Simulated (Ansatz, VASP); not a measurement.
BN in VASP and in Ansatz

```xyz
2
Lattice="0.0000 1.9492 1.7326 1.9492 0.0000 1.7326 1.9492 1.9492 0.0000" Properties=species:S:1:pos:R:3 pbc="T T T"
B     0.0000    0.0000    0.0000
N     2.9238    2.9238    2.5989
```

Change from the starting cell: strain +0.080 along x and y, -0.040 along z, atoms carried along.

Alike in both runs: task single point; functional r2SCAN; k mesh 12 × 12 × 12; occupations gaussian, width 0.05 eV; no spin polarisation.

|  | VASP | Ansatz |
| --- | --- | --- |
| version | VASP 6.6.1 | Ansatz 0.2.0 |
| potentials or method | VASP PAW PBE potentials, release 64 (B, N), cutoff 520 eV | scalar-relativistic, plane waves, PAW |
| valence electrons in the cell | 8 | 8 |

|  | VASP | Ansatz | Ansatz less VASP |
| --- | --- | --- | --- |
| gap on the k mesh at the Fermi level (eV) | 3.16 | 3.17 | +0.013 |
| least direct gap on the mesh (eV) | 7.98 | 7.99 | +0.019 |
| pressure (GPa) | -35.3 | -36.0 | -0.70 |
| traceless stress, the component that is largest in VASP (GPa) | 38.37 | 38.50 | +0.137 |

VASP's potentials were made for PBE, not for r2SCAN. Both programs put the cell under strong tension, so it lies far from rest at this level. With one functional, cell and mesh, what is left measures potentials, basis and numerics.

Noted on VASP's run: the cell as given lies far from equilibrium.
